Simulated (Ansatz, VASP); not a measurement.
**One calculation of Ge, two programs**

```
Ge
1.0
     0.00000    2.82877    2.80048
     2.82877    0.00000    2.80048
     2.82877    2.82877    0.00000
Ge
2
Cartesian
  2.8288 2.8288 2.8005
  4.2432 4.2432 4.2007
```

Change from the starting cell: zz strain of -1 %.

Alike in both runs: task single point; functional LDA; k mesh 10 × 10 × 10; occupations fermi-dirac, width 0.05 eV; no spin polarisation.

|  | VASP | Ansatz |
| --- | --- | --- |
| version | VASP 6.6.1 | Ansatz 0.2.0 |
| potentials or method | VASP PAW LDA potentials, release 64 (Ge_d), cutoff 520 eV | all-electron LAPW, scalar-relativistic |

```tsv
	VASP	Ansatz	Ansatz less VASP
pressure (GPa)	-0.4	-0.6	-0.18
traceless stress, the component that is largest in VASP (GPa)	0.48	0.48	-0.002
```

LDA's correlation is that of Perdew and Zunger in VASP and of Perdew and Wang (1992) in Ansatz. Ansatz ran all-electron here, and VASP with PAW potentials.
